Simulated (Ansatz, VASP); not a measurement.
**Cd3HgS4: VASP beside Ansatz**

INCAR

```
SYSTEM = Cd3HgS4
  PREC = Accurate
  ENCUT = 630
  EDIFF = 1E-6
  ISMEAR = 0
  SIGMA = 0.01
  LREAL = .FALSE.
  LASPH = .TRUE.
  NELM = 120
  ALGO = Normal
  ISIF = 2
  LWAVE = .FALSE.
  LCHARG = .TRUE.
  GGA = PE
  LELF = .TRUE.
  LVHAR = .TRUE.
  NBANDS = 62
  GGA_COMPAT = .FALSE.
```

KPOINTS

```
Automatic mesh
0
G
  6 6 6
  0 0 0
```

Contents of POSCAR:

```
Cd3HgS4
1.0
   -2.9103576307      2.9103576307      5.8215641797
    2.9103576307     -2.9103576307      5.8215641797
    2.9103576307      2.9103576307     -5.8215641797
Cd S Hg
3 4 1
Direct
    0.7500000000      0.2500000000      0.5000000000
    0.5000000000      0.5000000000      0.0000000000
    0.2500000000      0.7500000000      0.5000000000
    0.1260947508      0.6219475268      0.0000000000
    0.8739052492      0.8739052492      0.4958527761
    0.6219475268      0.1260947508      0.0000000000
    0.3780524732      0.3780524732      0.5041472239
    0.0000000000      0.0000000000      0.0000000000
```

Input for Ansatz:

```yaml
crystal:
  lattice:
    - [-2.9103576307, 2.9103576307, 5.8215641797]
    - [2.9103576307, -2.9103576307, 5.8215641797]
    - [2.9103576307, 2.9103576307, -5.8215641797]
  atoms:
    - { symbol: Cd, position: [0.75, 0.25, 0.5] }
    - { symbol: S, position: [0.1260947508, 0.6219475268, 0.0] }
    - { symbol: Cd, position: [0.5, 0.5, 0.0] }
    - { symbol: S, position: [0.8739052492, 0.8739052492, 0.4958527761] }
    - { symbol: Cd, position: [0.25, 0.75, 0.5] }
    - { symbol: S, position: [0.6219475268, 0.1260947508, 0.0] }
    - { symbol: Hg, position: [0.0, 0.0, 0.0] }
    - { symbol: S, position: [0.3780524732, 0.3780524732, 0.5041472239] }
kpoints:
  mp_grid: { grid: [6, 6, 6] }
hamiltonian:
  xc: pbe
scf:
  occupations: { method: fixed }
  n_extra_bands: 6
output:
  forces: true
  stress: true
  eigenvalues: true
```

Alike in both runs: task single point; functional PBE; k mesh 6 × 6 × 6; no spin polarisation.

```csv
,VASP,Ansatz
version,VASP 6.6.1,Ansatz 0.2.0
potentials or method,"VASP PAW PBE potentials, release 64 (Cd_sv_GW, S, Hg_sv_GW)","plane waves, PAW"
plane-wave cutoff (eV),630,420
occupations,"gaussian, width 0.01 eV",fixed
valence electrons in the cell,104,104
```

|  | VASP | Ansatz | Ansatz less VASP |
| --- | --- | --- | --- |
| gap on the k mesh at the Fermi level (eV) | 0.74 | 0.74 | +0.002 |
| pressure (GPa) | 3.6 | 3.8 | +0.12 |

Spin-orbit coupling is off throughout.
